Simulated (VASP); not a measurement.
SnSe: electric field gradients with LDA

The system is SnSe.

```xyz
2
Lattice="0.0000 3.0100 3.0702 3.0100 0.0000 3.0702 3.0100 3.0100 0.0000" Properties=species:S:1:pos:R:3 pbc="T T T"
Sn    0.0000    0.0000    0.0000
Se    3.0100    3.0100    3.0702
```

This cell differs from its parent crystal: zz strain of +2 %.

* Program: VASP 6.6.1
* Task: electric field gradients
* Functional: LDA
* Potentials or basis: VASP PAW LDA potentials, release 64 (Sn_d, Se)
* Cutoff: 520 eV
* k mesh: 9 × 9 × 9
* Occupations: fermi-dirac, width 0.02 eV
* Spin: no spin polarisation
* Dipole correction: no
* Further INCAR settings: ALGO = Normal; EDIFF = 1e-08; NBANDS = 17

| Property | Result |
| --- | --- |
| Pressure | -4.0 GPa |
| Band gap on the k mesh | 0.52 eV, indirect (least direct gap 0.56 eV) |

Stress tensor (GPa, compression positive):
```
-3.36  0.00  0.00
 0.00 -3.36  0.00
 0.00  0.00 -5.28
```

Levels at points of the mesh, in eV from the valence-band top:
```csv
k point,band 8,band 9,band 10,band 11,band 12,band 13
"(0.00, 0.00, 0.00)",-2.10,-2.10,-1.92,3.91,4.36,4.36
```

Electric field gradients, principal values (V/Å²):
```tsv
atom	least	middle	greatest (by size)
1 Sn	-13.890	-13.893	27.782
2 Se	-1.343	-1.343	2.686
```

Wall time 49 s on 1 thread of Intel(R) Xeon(R) Platinum 8488C (Sapphire Rapids), with other jobs on the host, peak memory 0.2 GiB.

Caveat: the cell differs from its parent crystal (zz strain of +2 %); without QUAD_EFG the Cq values of the log hold for a quadrupole moment of 1 mb, not for the nuclei; spin-orbit coupling is left out, which moves the levels of the heavy elements. A k mesh can miss the band edges.
